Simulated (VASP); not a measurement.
A run of VASP 6.6.1 is set up as follows.

The input INCAR:

```
ALGO = Normal ; EDIFF = 1E-7
ENCUT = 520 ; GGA = PE
ISIF = 2 ; ISMEAR = -1
LASPH = T ; LCHARG = F
LREAL = F ; LWAVE = F
NBANDS = 9 ; NELM = 80
PREC = Accurate ; SIGMA = 0.13605693000000002
```

File KPOINTS:

```
k-points
0
Gamma
  13 13 13
```

File POSCAR:

```
Se
1.0
   -1.7158551269      1.7158551269      1.7158551269
    1.7158551269     -1.7158551269      1.7158551269
    1.7158551269      1.7158551269     -1.7158551269
Se
1
Direct
    0.0000000000      0.0000000000      0.0000000000
```

Potentials or basis: VASP PAW PBE potentials, release 64 (Se).

Command:

```sh
$ cat potpaw_PBE.64/Se/POTCAR > POTCAR
$ mpirun -np 1 vasp_std > vasp.out
```

Estimate the band gap on the k mesh.

zero (band 3 reaches 8.57 eV, above the bottom of band 4 at 2.30 eV).

Estimate the pressure.

0.6 GPa.
